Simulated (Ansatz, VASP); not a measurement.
# Sb2Se3: VASP beside Ansatz

Contents of INCAR:

```
SYSTEM = Sb2Se3
  PREC = Accurate
  ENCUT = 520
  EDIFF = 1E-8
  ISMEAR = -1
  SIGMA = 0.02
  LREAL = Auto
  LASPH = .True.
  NELM = 60
  ALGO = Normal
  ISIF = 2
  LWAVE = .False.
  LCHARG = .False.
  GGA = PE
  LEFG = .True.
  NBANDS = 72
```

Contents of KPOINTS:

```
Automatic mesh
0
Gamma
  3 7 3
  0 0 0
```

File POSCAR:

```
Sb2Se3
1.0
   11.6800000000      0.0000000000      0.0000000000
    0.0000000000      3.9800000000      0.0000000000
    0.0000000000      0.0000000000     11.5800000000
Sb Se
8 12
Direct
    0.0305000000      0.2500000000      0.3280000000
    0.4695000000      0.7500000000      0.8280000000
    0.5305000000      0.2500000000      0.1720000000
    0.9695000000      0.7500000000      0.6720000000
    0.3522000000      0.2500000000      0.5397000000
    0.1478000000      0.7500000000      0.0397000000
    0.8522000000      0.2500000000      0.9603000000
    0.6478000000      0.7500000000      0.4603000000
    0.2132000000      0.2500000000      0.1935000000
    0.2868000000      0.7500000000      0.6935000000
    0.7132000000      0.2500000000      0.3065000000
    0.7868000000      0.7500000000      0.8065000000
    0.8698000000      0.2500000000      0.5566000000
    0.6302000000      0.7500000000      0.0566000000
    0.3698000000      0.2500000000      0.9434000000
    0.1302000000      0.7500000000      0.4434000000
    0.0534000000      0.2500000000      0.8732000000
    0.4466000000      0.7500000000      0.3732000000
    0.5534000000      0.2500000000      0.6268000000
    0.9466000000      0.7500000000      0.1268000000
```

Input for Ansatz:

```yaml
crystal:
  lattice:
    - [11.68, 0.0, 0.0]
    - [0.0, 3.98, 0.0]
    - [0.0, 0.0, 11.58]
  atoms:
    - { symbol: Sb, position: [0.0305, 0.25, 0.328] }
    - { symbol: Sb, position: [0.4695, 0.75, 0.828] }
    - { symbol: Sb, position: [0.5305, 0.25, 0.172] }
    - { symbol: Sb, position: [0.9695, 0.75, 0.672] }
    - { symbol: Sb, position: [0.3522, 0.25, 0.5397] }
    - { symbol: Sb, position: [0.1478, 0.75, 0.0397] }
    - { symbol: Sb, position: [0.8522, 0.25, 0.9603] }
    - { symbol: Sb, position: [0.6478, 0.75, 0.4603] }
    - { symbol: Se, position: [0.2132, 0.25, 0.1935] }
    - { symbol: Se, position: [0.2868, 0.75, 0.6935] }
    - { symbol: Se, position: [0.7132, 0.25, 0.3065] }
    - { symbol: Se, position: [0.7868, 0.75, 0.8065] }
    - { symbol: Se, position: [0.8698, 0.25, 0.5566] }
    - { symbol: Se, position: [0.6302, 0.75, 0.0566] }
    - { symbol: Se, position: [0.3698, 0.25, 0.9434] }
    - { symbol: Se, position: [0.1302, 0.75, 0.4434] }
    - { symbol: Se, position: [0.0534, 0.25, 0.8732] }
    - { symbol: Se, position: [0.4466, 0.75, 0.3732] }
    - { symbol: Se, position: [0.5534, 0.25, 0.6268] }
    - { symbol: Se, position: [0.9466, 0.75, 0.1268] }
kpoints:
  mp_grid: { grid: [3, 7, 3] }
scf:
  occupations: { method: fermi_dirac, width: 0.02 }
hamiltonian:
  xc: pbe
  pseudopotentials: { kind: paw }
output:
  forces: true
  stress: true
  populations: true
  efg: { quadrupole_moments_barn: { Sb: -0.543 }, contact_densities: true }
```

Alike in both runs: task electric field gradients; functional PBE; k mesh 3 × 7 × 3; occupations fermi-dirac, width 0.02 eV; no spin polarisation.

```csv
,VASP,Ansatz
version,VASP 6.6.1,Ansatz 0.2.0
potentials or method,"VASP PAW PBE potentials, release 64 (Sb, Se)","plane-wave PAW, scalar-relativistic"
plane-wave cutoff (eV),520,420
valence electrons in the cell,112,312
```

|  | VASP | Ansatz | Ansatz less VASP |
| --- | --- | --- | --- |
| gap on the k mesh at the Fermi level (eV) | 0.95 | 0.97 | +0.024 |
| pressure (GPa) | 3.9 | 3.8 | -0.06 |
| traceless stress, the component that is largest in VASP (GPa) | 0.88 | 0.82 | -0.061 |
| rms of the force components (eV/Å) | 0.298 | 0.277 | -0.0212 |
| size of Vzz on the site where it differs most (V/Å²) | 275.5 | 286.2 | +10.67 |

Atom by atom the forces differ by 0.022 eV/Å (rms over components). VASP's potentials hold 112 valence electrons a cell and Ansatz's 312, so a difference there can come from the potentials and not from the codes.

Neither program's run includes spin-orbit coupling.
